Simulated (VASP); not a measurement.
## Sn: single point with r2SCAN

Crystal: Sn.

```
CELL_PARAMETERS angstrom
4.64344 0.00000 0.00000
2.32172 4.02134 0.00000
2.32172 1.34045 3.79135
ATOMIC_POSITIONS crystal
Sn 0.00000 0.00000 0.00000
Sn 0.25000 0.25000 0.25000
```

This isn't the form of Sn at room conditions, which is tetragonal (white tin).

```
Program                : VASP 6.6.1
Task                   : single point
Functional             : r2SCAN
Potentials or basis    : VASP PAW PBE potentials, release 64 (Sn_d)
Cutoff                 : 520 eV
k mesh                 : 7 × 7 × 7
Occupations            : methfessel-paxton, width 0.02 eV
Spin                   : no spin polarisation
Dipole correction      : no
Further INCAR settings : ALGO = Normal; EDIFF = 1e-07; NBANDS = 21
```

```json
{
 "Pressure": "0.0 GPa",
 "Band gap on the k mesh": "zero (filled and empty bands touch)"
}
```

Levels at points of the mesh, in eV from the Fermi level:
```
           k point  band 11  band 12  band 13  band 14  band 15  band 16  band 17  band 18
(0.00, 0.00, 0.00)   -10.90    -0.63     0.00     0.00     0.00     2.21     2.21     2.21
```

Wall time 97 s on 1 thread of AMD EPYC 9R45 96-Core Processor (Zen 5), with other jobs on the host, peak memory 0.18 GiB.

Caveat: the PAW data sets were made with another functional, which shifts forces and pressure a little; spin-orbit coupling is left out, which moves the levels of the heavy elements.
